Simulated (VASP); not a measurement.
Here is a VASP 6.6.1 calculation.

Contents of POSCAR:

```
Sb
1.0
    2.1647005704      1.2497904571      3.8274116321
   -2.1647005704      1.2497904571      3.8274116321
    0.0000000000     -2.4995809141      3.8274116321
Sb
2
Direct
    0.2315156446      0.2315156446      0.2315156446
    0.7684843554      0.7684843554      0.7684843554
```

Contents of INCAR.step1:

```
  PREC = Accurate
  ENCUT = 550
  ISMEAR = -1
  SIGMA = 0.02
  LREAL = F
  LASPH = T
  NELM = 120
  NBANDS = 22
  GGA = PE
  ALGO = Normal
  EDIFF = 1E-5
  LWAVE = T
  LCHARG = F
  GGA_COMPAT = F
```

The input INCAR.step2:

```
  PREC = Accurate
  ENCUT = 550
  EDIFF = 1E-6
  ISMEAR = -1
  SIGMA = 0.02
  LREAL = F
  LASPH = T
  NELM = 120
  ALGO = Normal
  ISIF = 2
  LWAVE = F
  LCHARG = T
  METAGGA = R2SCAN
  LMIXTAU = T
  LUSE_VDW = T
  IVDW_NL = 2
  BPARAM = 11.95
  CPARAM = 0.0093
  LELF = T
  LVHAR = T
  NBANDS = 22
  ISTART = 1
  GGA_COMPAT = F
```

Contents of KPOINTS:

```
regular mesh
0
Gamma
  6 6 6
```

Potentials or basis: VASP PAW PBE potentials, release 64 (Sb_d_GW).

Launch:

```sh
$ cat potpaw_PBE.64/Sb_d_GW/POTCAR > POTCAR
$ cp INCAR.step1 INCAR
$ mpirun -np 1 vasp_std > vasp.out
$ cp INCAR.step2 INCAR
$ mpirun -np 1 vasp_std > vasp.out
```

(1) Predict the band gap on the k mesh.

(2) Predict the pressure.

Answers

(1) zero (bands 15 and 16 overlap by 0.17 eV).

(2) 0.0 GPa.

Caveat: the PAW data sets were made with another functional, which shifts forces and pressure a little; spin-orbit coupling is left out, which moves the levels of the heavy elements.
